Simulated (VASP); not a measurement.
A run of VASP 6.6.1 is set up as follows.

The input INCAR:

```
PREC = Accurate
ENCUT = 520
EDIFF = 1E-6
ISMEAR = 0
SIGMA = 0.1
LREAL = False
LASPH = True
NELM = 100
ALGO = Fast
ISIF = 2
LWAVE = False
LCHARG = True
GGA = PE
LELF = True
LVHAR = True
NBANDS = 24
```

File KPOINTS:

```
regular mesh
0
Gamma
  18 18 18
```

POSCAR

```
SbRu2
1.0
   -1.7761040706      1.7761040706      3.9704925398
    1.7761040706     -1.7761040706      3.9704925398
    1.7761040706      1.7761040706     -3.9704925398
Sb Ru
1 2
Direct
    0.0000000000      0.0000000000      0.0000000000
    0.6656537057      0.6656537057      0.0000000000
    0.3343462943      0.3343462943      0.0000000000
```

Potentials or basis: VASP PAW PBE potentials, release 64 (Sb, Ru_pv).

Launch:

```console
$ cat potpaw_PBE.64/Sb/POTCAR potpaw_PBE.64/Ru_pv/POTCAR > POTCAR
$ mpirun -np 1 vasp_std > vasp.out
```

Task: What does it give for the pressure?

Result: -0.3 GPa.

Task: Estimate the band gap on the k mesh.

Result: Zero (an odd number of electrons rules out a gap without spin polarisation).

Task: Estimate the largest force.

Result: 0.012 eV/Å.

Stress tensor (GPa, compression positive):
```
-0.23  0.00  0.00
 0.00 -0.23  0.00
 0.00  0.00 -0.33
```

Caveat: spin-orbit coupling is left out, which moves the levels of the heavy elements.
